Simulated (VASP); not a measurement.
# F (C2/m) in VASP: a series of runs

The runs below take F through single point, relaxation of cell and atoms, with PBE.

All numbers are computed with VASP 6.6.1; they aren't measurements. Logs are shortened: lines on timing, memory, paths and dates and some standing lists are left out, and cuts for length are marked.

## 1. The cell of the first run

It takes space group C2/m (No. 12, monoclinic). Conventional cell: a = 6.216 Å, b = 3.536 Å, c = 7.547 Å, α = 90.00°, β = 109.84°, γ = 90.00°. Within 1.9 Å of F (site symmetry m) lie 1 F at 1.42 Å. F (site symmetry m) has 1 F at 1.42 Å within 1.9 Å.

## 2. Single point, PBE

The input, INCAR:

```
SYSTEM = F
PREC = Accurate ; ENCUT = 520
EDIFF = 1E-7 ; ISMEAR = 0
SIGMA = 0.02 ; LREAL = .False.
LASPH = .True. ; NELM = 100
ALGO = Normal ; ISIF = 2
LWAVE = .False. ; LCHARG = .True.
GGA = PE ; LELF = .True.
LVHAR = .True. ; NBANDS = 22
```

The input, KPOINTS:

```
regular mesh
0
Gamma
  8 8 4
  0 0 0
```

The input, POSCAR:

```
F
1.0
    3.1035721572     -1.7679417278     -0.1654435688
    3.1035721572      1.7679417278     -0.1654435688
   -2.1792729458      0.0000000000      7.2254930806
F
4
Direct
    0.0778494401      0.0778494401      0.0936882542
    0.9221505599      0.9221505599      0.9063117458
    0.5015707907      0.5015707907      0.5942287977
    0.4984292093      0.4984292093      0.4057712023
```

Potentials or basis: VASP PAW PBE potentials, release 64 (F).

The run is started by

```bash
$ cat potpaw_PBE.64/F/POTCAR > POTCAR
$ mpirun -np 1 vasp_std > vasp.out
```

OUTCAR:

```text
SYSTEM = F
   PREC = Accurate
   ENCUT = 520
   EDIFF = 1E-7
   ISMEAR = 0
   LREAL = .False.
   LASPH = .True.
   NELM = 100
   ISIF = 2
   GGA = PE

 ion  position               nearest neighbor table
   1  0.078  0.078  0.094-   2 1.42
   2  0.922  0.922  0.906-   1 1.42
   3  0.502  0.502  0.594-   4 1.42
   4  0.498  0.498  0.406-   3 1.42

  LATTYP: Found a base centered monoclinic cell.
 ALAT       =     6.2159574353
 B/A-ratio  =     0.5688397149
 C/A-ratio  =     1.2141307211
 COS(beta)  =    -0.3393156059

  Lattice vectors:

 A1 = (   3.1035721572,  -1.7679417278,  -0.1654435688)
 A2 = (   3.1035721572,   1.7679417278,  -0.1654435688)
 A3 = (  -2.1792729458,   0.0000000000,   7.2254930806)

Analysis of symmetry for initial positions (statically):
=====================================================================
 Subroutine PRICEL returns:
 Original cell was already a primitive cell.

 Routine SETGRP: Setting up the symmetry group for a
 base centered monoclinic supercell.

 Subroutine GETGRP returns: Found  4 space group operations
 (whereof  4 operations were pure point group operations)
 out of a pool of  4 trial point group operations.

The static configuration has the point symmetry C_2h.

Analysis of symmetry for dynamics (positions and initial velocities):
=====================================================================
 Subroutine PRICEL returns:
 Original cell was already a primitive cell.

 Routine SETGRP: Setting up the symmetry group for a
 base centered monoclinic supercell.

 Subroutine GETGRP returns: Found  4 space group operations
 (whereof  4 operations were pure point group operations)
 out of a pool of  4 trial point group operations.

The dynamic configuration has the point symmetry C_2h.

 Subroutine INISYM returns: Found  4 space group operations
 (whereof  4 operations are pure point group operations),
 and found     1 'primitive' translations

----------------------------------------------------------------------------------------

                                     Primitive cell

  volume of cell :      78.0168

  direct lattice vectors                    reciprocal lattice vectors
[... 87 lines left out ...]
   LSORBIT =      F    spin-orbit coupling
   LASPH  =      T    aspherical Exc in radial PAW
   ENCUT  =  520.0 eV  38.22 Ry    6.18 a.u.   6.65  6.65 14.03*2*pi/ulx,y,z
   NELM   =    100;   NELMIN=  2; NELMDL= -5     # of ELM steps
   EDIFF  = 0.1E-06   stopping-criterion for ELM
   LREAL  =      F    real-space projection
   EDIFFG = 0.1E-05   stopping-criterion for IOM
   NSW    =      0    number of steps for IOM
   IBRION =     -1    ionic relax: 0-MD 1-quasi-New 2-CG
   NFREE  =      0    steps in history (QN), initial steepest desc. (CG)
   ISIF   =      2    stress and relaxation
   ISYM   =      2    0-nonsym 1-usesym 2-fastsym
   POTIM  = 0.5000    time-step for ionic-motion
   TEBEG  =    0.0;   TEEND  =   0.0 temperature during run
   PSTRESS=    0.0 pullay stress
   NELECT =      28.0000    total number of electrons
   NUPDOWN=      -1.0000    fix difference up-down
   EMIN   =  10.00;   EMAX   =-10.00  energy-range for DOS
   EFERMI =   0.00;   METHOD = LEGACY
   ISMEAR =     0;   SIGMA  =   0.02  broadening in eV -4-tet -1-fermi 0-gaus
   EFERMI_NEDOS =   21; number of points for ismear=-14 and -15
   IALGO  =     38    algorithm
   IMIX   =      4    mixing-type and parameters
     AMIX     =   0.40;   BMIX     =  1.00
     AMIX_MAG =   1.60;   BMIX_MAG =  1.00
  volume/ion in A,a.u.               =      19.50       131.62
  Fermi-wavevector in a.u.,A,eV,Ry     =   1.163407  2.198520 18.415689  1.353515
  Thomas-Fermi vector in A             =   2.299957
   LORBIT       =      0    0 simple, 1 ext, 2 COOP (PROOUT), +10 PAW based schemes
   GGA     = PE    functional components
   LHFCALC =     F    Hartree Fock is set to
   AEXX    =    0.0000 exact exchange contribution
   IVDW    =     0    specifies the selected vdW correction
   LEPSILON=     F    determine dielectric tensor
   LRPA    =     F    only Hartree local field effects (RPA)
 non-spin polarized calculation
 Gauss-broadening in eV      SIGMA  =   0.02
  energy-cutoff  :      520.00
  volume of cell :       78.02
 maximum number of plane-waves:      2135
   NGX = 13   NGY = 13   NGZ = 29

 number of electron      27.9999994 magnetization

 Free energy of the ion-electron system (eV)
  ---------------------------------------------------
  ext. energy  EPLUGINS =         0.00000000
  ---------------------------------------------------
  free energy    TOTEN  =        -7.31699314 eV

  energy without entropy =       -7.31699314  energy(sigma->0) =       -7.31699314

 E-fermi :  -5.7575     XC(G=0):  -6.8034

 val. band max:       -5.9541909969   @ k =   0.5000   0.5000   0.0000
 cond. band min:      -3.0518520621   @ k =   0.0000   0.0000   0.0000
 fundamental gap:      2.9023389348
 Fermi energy:        -5.7574667357

 k-point     1 :       0.0000    0.0000    0.0000
  band No.  band energies     occupation
      1     -30.7772      2.00000
      2     -30.6867      2.00000
      3     -24.5535      2.00000
      4     -24.3478      2.00000
      5     -12.3740      2.00000
      6     -11.8457      2.00000
[... 589 lines left out ...]
     21      10.3127      0.00000
     22      11.7174      0.00000

 [... further k-points ...]

------------------------ aborting loop because EDIFF is reached ----------------------------------------

  FORCE on cell =-STRESS in cart. coord.  units (eV):
  Direction    XX          YY          ZZ          XY          YZ          ZX
  --------------------------------------------------------------------------------------
  -------------------------------------------------------------------------------------
  Total       -0.0810013     -0.2073881      0.7320005      0.0000000      0.0000000      0.0447982
  in kB       -1.6634695     -4.2589894     15.0325971      0.0000000      0.0000000      0.9199902
  external PRESSURE =       3.0367127 kB  Pullay stress =       0.0000000 kB

 VOLUME and BASIS-vectors are now :
 -----------------------------------------------------------------------------
  energy-cutoff  :      520.00
  volume of cell :       78.02
      direct lattice vectors                 reciprocal lattice vectors
     3.103572157 -1.767941728 -0.165443569     0.163737249 -0.282814751  0.049384610
     3.103572157  1.767941728 -0.165443569     0.163737249  0.282814751  0.049384610
    -2.179272946  0.000000000  7.225493081     0.007498249  0.000000000  0.140660398

 POSITION                                       TOTAL-FORCE (eV/Angst)
 -----------------------------------------------------------------------------------
      0.27905      0.00000      0.65118         0.144833      0.000000      0.339208
      3.74882      0.00000      6.24342        -0.144833      0.000000     -0.339208
      1.81834      0.00000      4.12763        -0.101236      0.000000      0.356453
      2.20954      0.00000      2.76697         0.101236      0.000000     -0.356453
 -----------------------------------------------------------------------------------
    total drift:                               -0.000000     -0.000000      0.000000

  FREE ENERGIE OF THE ION-ELECTRON SYSTEM (eV)
  ---------------------------------------------------
  free  energy   TOTEN  =        -7.3169931446 eV

  energy  without entropy=       -7.3169931446  energy(sigma->0) =       -7.31699314
```

stdout:

```text
POSCAR found type information on POSCAR F
 POSCAR found :  1 types and       4 ions
 scaLAPACK will be used
 LDA part: xc-table for (Slater+PW92), standard interpolation
 POSCAR, INCAR and KPOINTS ok, starting setup
 FFT: planning ... GRIDC
 FFT: planning ... GRID_SOFT
 FFT: planning ... GRID
 WAVECAR not read
 entering main loop
```

Run time: 56 s. Hardware: 1 thread of Intel Xeon 6975P-C (Granite Rapids), shared host; peak memory 0.23 GiB.

Results:

```yaml
Free_energy: -7.3170 eV
Pressure: 0.3 GPa
Largest_force: 0.371 eV/Å
Band_gap_on_the_k_mesh: 2.90 eV (least direct gap 2.97 eV)
```

Forces in eV/Å, atoms in the order of the input:
```
F    0.145  0.000  0.339
F   -0.145  0.000 -0.339
F   -0.101  0.000  0.356
F    0.101  0.000 -0.356
```

Caveat: this functional lacks dispersion, which holds the molecules together, so the pressure and a relaxed volume are unreliable. A k mesh can miss the band edges.

## 3. Relaxation of cell and atoms, PBE

This run uses another cell than the first one, of 17.47 Å³/atom.

The input, INCAR:

```
PREC = Accurate
ENCUT = 600
EDIFF = 1E-6
ISMEAR = 0
SIGMA = 0.02
LREAL = F
LASPH = T
NELM = 100
ALGO = Normal
ISIF = 3
LWAVE = F
LCHARG = F
GGA = PE
IBRION = 2
NSW = 70
EDIFFG = -0.005
```

The input, KPOINTS:

```
regular mesh
0
Gamma
  8 8 4
```

The input, POSCAR:

```
F
1.0
    2.9375407162     -1.6934194167     -0.1275859897
    2.9375407162      1.6934194167     -0.1275859897
   -1.9806375287      0.0000000000      7.1113263377
F
4
Direct
    0.0779843973      0.0779843973      0.0949060498
    0.9220156027      0.9220156027      0.9050939502
    0.4995074289      0.4995074289      0.5957930447
    0.5004925711      0.5004925711      0.4042069553
```

Potentials or basis: VASP PAW PBE potentials, release 64 (F).

The run is started by

```bash
$ cat potpaw_PBE.64/F/POTCAR > POTCAR
$ mpirun -np 1 vasp_std > vasp.out
```

OUTCAR:

```text
PREC = Accurate
   ENCUT = 600
   EDIFF = 1E-6
   ISMEAR = 0
   LREAL = F
   LASPH = T
   NELM = 100
   ISIF = 3
   GGA = PE
   IBRION = 2
   NSW = 70
   EDIFFG = -0.005

 ion  position               nearest neighbor table
   1  0.078  0.078  0.095-   2 1.42
   2  0.922  0.922  0.905-   1 1.42
   3  0.500  0.500  0.596-   4 1.42
   4  0.500  0.500  0.404-   3 1.42

  LATTYP: Found a base centered monoclinic cell.
 ALAT       =     5.8806202544
 B/A-ratio  =     0.5759322464
 C/A-ratio  =     1.2553093373
 COS(beta)  =    -0.3098547252

  Lattice vectors:

 A1 = (   2.9375407162,  -1.6934194167,  -0.1275859897)
 A2 = (   2.9375407162,   1.6934194167,  -0.1275859897)
 A3 = (  -1.9806375287,   0.0000000000,   7.1113263377)

Analysis of symmetry for initial positions (statically):
=====================================================================
 Subroutine PRICEL returns:
 Original cell was already a primitive cell.

 Routine SETGRP: Setting up the symmetry group for a
 base centered monoclinic supercell.

 Subroutine GETGRP returns: Found  4 space group operations
 (whereof  4 operations were pure point group operations)
 out of a pool of  4 trial point group operations.

The static configuration has the point symmetry C_2h.

Analysis of symmetry for dynamics (positions and initial velocities):
=====================================================================
 Subroutine PRICEL returns:
 Original cell was already a primitive cell.

 Routine SETGRP: Setting up the symmetry group for a
 base centered monoclinic supercell.

 Subroutine GETGRP returns: Found  4 space group operations
 (whereof  4 operations were pure point group operations)
 out of a pool of  4 trial point group operations.

The dynamic configuration has the point symmetry C_2h.

 Subroutine INISYM returns: Found  4 space group operations
 (whereof  4 operations are pure point group operations),
[... 143 lines left out ...]
 Free energy of the ion-electron system (eV)
  ---------------------------------------------------
  ext. energy  EPLUGINS =         0.00000000
  ---------------------------------------------------
  free energy    TOTEN  =        -7.31727568 eV

  energy without entropy =       -7.31727568  energy(sigma->0) =       -7.31727568

------------------------ aborting loop because EDIFF is reached ----------------------------------------

  FORCE on cell =-STRESS in cart. coord.  units (eV):
  Direction    XX          YY          ZZ          XY          YZ          ZX
  --------------------------------------------------------------------------------------
  -------------------------------------------------------------------------------------
  Total        0.0767597     -0.0377526      0.7821678      0.0000000      0.0000000      0.0276508
  in kB        1.7595453     -0.8653954     17.9294575      0.0000000      0.0000000      0.6338324
  external PRESSURE =       6.2745358 kB  Pullay stress =       0.0000000 kB
[... 95 lines left out ...]
  FREE ENERGIE OF THE ION-ELECTRON SYSTEM (eV)
  ---------------------------------------------------
  free  energy   TOTEN  =        -7.3205336961 eV

  energy  without entropy=       -7.3205336961  energy(sigma->0) =       -7.32053370

[... ionic steps 4 to 28 ...]

--------------------------------------- Ionic step       29  -------------------------------------------

 number of electron      28.0000009 magnetization

------------------------ aborting loop because EDIFF is reached ----------------------------------------
[... 71 lines left out ...]
--------------------------------------- Ionic step       31  -------------------------------------------

 number of electron      28.0000009 magnetization

 Free energy of the ion-electron system (eV)
  ---------------------------------------------------
  ext. energy  EPLUGINS =         0.00000000
  ---------------------------------------------------
  free energy    TOTEN  =        -7.32244736 eV

  energy without entropy =       -7.32244736  energy(sigma->0) =       -7.32244736

 E-fermi :  -5.1986     XC(G=0):  -7.4512

 val. band max:       -5.3235741306   @ k =   0.5000   0.5000   0.0000
 cond. band min:      -2.7163499324   @ k =   0.0000   0.0000   0.0000
 fundamental gap:      2.6072241982
 Fermi energy:        -5.1986442384

 k-point     1 :       0.0000    0.0000    0.0000
  band No.  band energies     occupation
      1     -30.1189      2.00000
      2     -29.9677      2.00000
      3     -24.1263      2.00000
      4     -23.7924      2.00000
      5     -11.8792      2.00000
      6     -11.1149      2.00000
[... 481 lines left out ...]
      5     -11.5988      2.00000
      6     -11.3900      2.00000
[... 10 lines left out ...]
     17       5.4540      0.00000
     18       6.2950      0.00000

 [... further k-points ...]

------------------------ aborting loop because EDIFF is reached ----------------------------------------

  FORCE on cell =-STRESS in cart. coord.  units (eV):
  Direction    XX          YY          ZZ          XY          YZ          ZX
  --------------------------------------------------------------------------------------
  -------------------------------------------------------------------------------------
  Total        0.0174758      0.0071804      0.0077603      0.0000000      0.0000000     -0.0084429
  in kB        0.4204005      0.1727320      0.1866825      0.0000000      0.0000000     -0.2031030
  external PRESSURE =       0.2599384 kB  Pullay stress =       0.0000000 kB
[... 19 lines left out ...]
  FREE ENERGIE OF THE ION-ELECTRON SYSTEM (eV)
  ---------------------------------------------------
  free  energy   TOTEN  =        -7.3224473592 eV

  energy  without entropy=       -7.3224473592  energy(sigma->0) =       -7.32244736

 reached required accuracy - stopping structural energy minimisation
```

OSZICAR:

```text
N       E                     dE             d eps       ncg     rms          rms(c)
DAV:   1     0.212643342220E+03    0.21264E+03   -0.16969E+04  2808   0.160E+03
DAV:   2     0.340616721499E+00   -0.21230E+03   -0.20875E+03  4486   0.344E+02
DAV:   3    -0.889544313536E+01   -0.92361E+01   -0.92048E+01  3072   0.761E+01
[... 196 lines left out ...]
DAV:   6    -0.732244723400E+01   -0.63261E-06   -0.25718E-07  1574   0.622E-03
  30 F= -.73224472E+01 E0= -.73224472E+01  d E =-.443488E-04
       N       E                     dE             d eps       ncg     rms          rms(c)
DAV:   1    -0.732245015878E+01   -0.35574E-05   -0.44427E-04  2808   0.203E-01    0.149E-02
DAV:   2    -0.732244787251E+01    0.22863E-05   -0.88043E-06  2828   0.276E-02    0.671E-03
DAV:   3    -0.732244735925E+01    0.51327E-06   -0.12051E-06  1442   0.103E-02
  31 F= -.73224474E+01 E0= -.73224474E+01  d E =-.444741E-04
```

It took 8.4 min on 1 thread of Intel Xeon 6975P-C (Granite Rapids), shared host; peak memory 0.25 GiB.

Results:

* Free energy: -7.3224 eV
* Relaxed volume: 16.65 Å³/atom
* Relaxed cell: a = 3.368 Å, b = 3.368 Å, c = 7.288 Å, α = 106.92°, β = 106.92°, γ = 58.71°
* Space group after relaxing (to 0.1 Å): C2/m (No. 12)
* Energy gained by relaxing: 1.3 meV/atom
* Ionic steps: 31
* Pressure after relaxing: 0.0 GPa
* Largest force after relaxing: 0.004 eV/Å
* Band gap on the k mesh: 2.61 eV (least direct gap 2.69 eV)

Forces in eV/Å, atoms in the order of the input:
```
F   -0.001  0.000 -0.002
F    0.001  0.000  0.002
F   -0.003  0.000 -0.002
F    0.003  0.000  0.002
```

Step by step:
| step | energy change (eV) | largest force (eV/Å) | pressure (GPa) | volume (Å³) |
| --- | --- | --- | --- | --- |
| 1 | 0.0000 | 0.3487 | 0.63 | 69.89 |
| 2 | 0.0378 | 1.0834 | -2.56 | 70.59 |
| 3 | -0.0033 | 0.0070 | -0.13 | 70.04 |
| 4 | -0.0033 | 0.0136 | -0.12 | 70.04 |
| 5 | -0.0033 | 0.0199 | -0.11 | 70.04 |
| 6 | -0.0034 | 0.0170 | -0.09 | 69.93 |
| 7 | -0.0037 | 0.0229 | -0.08 | 69.62 |
| 8 | -0.0042 | 0.0359 | -0.06 | 69.00 |
| 9 | -0.0047 | 0.0649 | 0.02 | 67.76 |
| 10 | -0.0048 | 0.0129 | -0.02 | 67.66 |
| 11 | -0.0048 | 0.0117 | -0.04 | 67.62 |
| 12 | -0.0048 | 0.0181 | -0.02 | 67.61 |
| 13 | -0.0048 | 0.0148 | -0.03 | 67.62 |
| 14 | -0.0048 | 0.0068 | 0.00 | 67.61 |
| 15 | -0.0048 | 0.0072 | -0.01 | 67.61 |
| 16 | -0.0048 | 0.0062 | 0.01 | 67.60 |
| 17 | -0.0049 | 0.0066 | 0.00 | 67.59 |
| 18 | -0.0049 | 0.0154 | -0.01 | 67.56 |
| 19 | -0.0049 | 0.0363 | -0.02 | 67.51 |
| 20 | -0.0049 | 0.0359 | -0.03 | 67.51 |
| 21 | -0.0049 | 0.0357 | -0.02 | 67.50 |
| 22 | -0.0049 | 0.0347 | -0.02 | 67.49 |
| 23 | -0.0049 | 0.0327 | -0.02 | 67.47 |
| 24 | -0.0049 | 0.0291 | -0.02 | 67.44 |
| 25 | -0.0050 | 0.0218 | -0.02 | 67.36 |
| 26 | -0.0050 | 0.0078 | 0.00 | 67.22 |
| 27 | -0.0051 | 0.0222 | 0.02 | 66.92 |
| 28 | -0.0051 | 0.0285 | 0.02 | 66.82 |
| 29 | -0.0052 | 0.0193 | 0.03 | 66.74 |
| 30 | -0.0052 | 0.0042 | 0.04 | 66.60 |
| 31 | -0.0052 | 0.0039 | 0.03 | 66.60 |

Final structure:
```
F
1.0
     2.93152   -1.65109   -0.15881
     2.93152    1.65109   -0.15881
    -2.05775    0.00000    6.99153
F
4
Direct
  0.08365 0.08365 0.09707
  0.91635 0.91635 0.90293
  0.50081 0.50081 0.59805
  0.49919 0.49919 0.40195
```

Levels at points of the mesh, in eV from the valence-band top:
| k point | band 12 | band 13 | band 14 | band 15 | band 16 | band 17 |
| --- | --- | --- | --- | --- | --- | --- |
| (0.00, 0.00, 0.00) | -0.19 | -0.16 | -0.09 | 2.61 | 3.53 | 9.00 |
| (0.50, 0.00, 0.00) | -0.47 | -0.33 | -0.25 | 3.14 | 3.20 | 13.37 |
| (0.50, 0.50, 0.00) | -0.34 | -0.30 | 0.00 | 3.10 | 3.15 | 13.54 |
| (0.00, 0.00, 0.50) | -0.25 | -0.17 | -0.12 | 3.02 | 3.09 | 9.83 |
| (0.50, 0.00, 0.50) | -0.44 | -0.31 | -0.09 | 2.95 | 3.36 | 13.40 |
| (0.50, 0.50, 0.50) | -0.40 | -0.19 | -0.13 | 3.13 | 3.19 | 13.21 |

Caveat: this functional lacks dispersion, which holds the molecules together, so the pressure and a relaxed volume are unreliable. A k mesh can miss the band edges.
